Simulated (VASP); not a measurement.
A run of VASP 6.6.1 is set up as follows.

INCAR

```
SYSTEM = SmGaC
PREC     = Accurate       ! precision mode
ENCUT    = 600            ! plane-wave cutoff, eV
EDIFF    = 1E-7           ! SCF threshold, eV
ISMEAR   = 0              ! smearing method
SIGMA    = 0.1            ! smearing width, eV
LREAL    = .FALSE.        ! projectors in reciprocal space
LASPH    = .TRUE.         ! aspherical terms in the spheres
NELM     = 200            ! most SCF steps
ALGO     = Normal         ! electronic algorithm
ISIF     = 3              ! what is computed and relaxed
LWAVE    = .FALSE.        ! write WAVECAR
LCHARG   = .FALSE.        ! write CHGCAR
GGA      = PE             ! functional
IBRION   = 2              ! ionic algorithm
NSW      = 100            ! ionic steps
EDIFFG   = -0.01          ! ionic threshold
GGA_COMPAT= .FALSE.      
NELMIN   = 4            
LMAXMIX  = 6              ! l up to which the mixer works
```

File KPOINTS:

```
Automatic mesh
0
G
  12 12 12
  0 0 0
```

POSCAR

```
SmGaC
1.0
    3.7511475900      0.0000000000      0.0000000000
    0.0000000000      3.7901790000      0.0000000000
    0.0000000000      0.0000000000      3.8692605900
Sm Ga C
1 1 1
Direct
    0.0000000000      0.0000000000      0.0000000000
    0.5000000000      0.5000000000      0.5000000000
    0.5000000000      0.5000000000      0.0000000000
```

Potentials or basis: VASP PAW PBE potentials, release 64 (Sm_3, Ga_d, C), 4f in core.

The run is started by

```bash
$ cat potpaw_PBE.64/Sm_3/POTCAR potpaw_PBE.64/Ga_d/POTCAR potpaw_PBE.64/C/POTCAR > POTCAR
$ mpirun -np 1 vasp_std > vasp.out
```

Estimate the space group after relaxing (to 0.1 Å).

P4/mmm (No. 123).

Estimate the band gap on the k mesh.

zero (bands 14 and 15 overlap by 1.82 eV).

What does it give for the relaxed volume?

17.92 Å³/atom.

Estimate the relaxed cell.

a = 3.679 Å, b = 3.682 Å, c = 3.968 Å, α = 90.00°, β = 90.00°, γ = 90.00°.

Final structure:
```cif
data_structure
_symmetry_space_group_name_H-M 'P 1'
_symmetry_Int_Tables_number 1
_cell_length_a 3.6790
_cell_length_b 3.6824
_cell_length_c 3.9683
_cell_angle_alpha 90.000
_cell_angle_beta 90.000
_cell_angle_gamma 90.000
_cell_volume 53.76
loop_
_atom_site_label
_atom_site_type_symbol
_atom_site_fract_x
_atom_site_fract_y
_atom_site_fract_z
_atom_site_occupancy
Sm1 Sm 0.00000 0.00000 0.00000 1
Ga1 Ga 0.50000 0.50000 0.50000 1
C1 C 0.50000 0.50000 0.00000 1
```

Caveat: spin-orbit coupling is left out, which moves the levels of the heavy elements; the 4f electrons are frozen in the core, so they carry no moment and show no levels. Spin polarisation is off, so any magnetic state and its effect on volume and gap are missing.
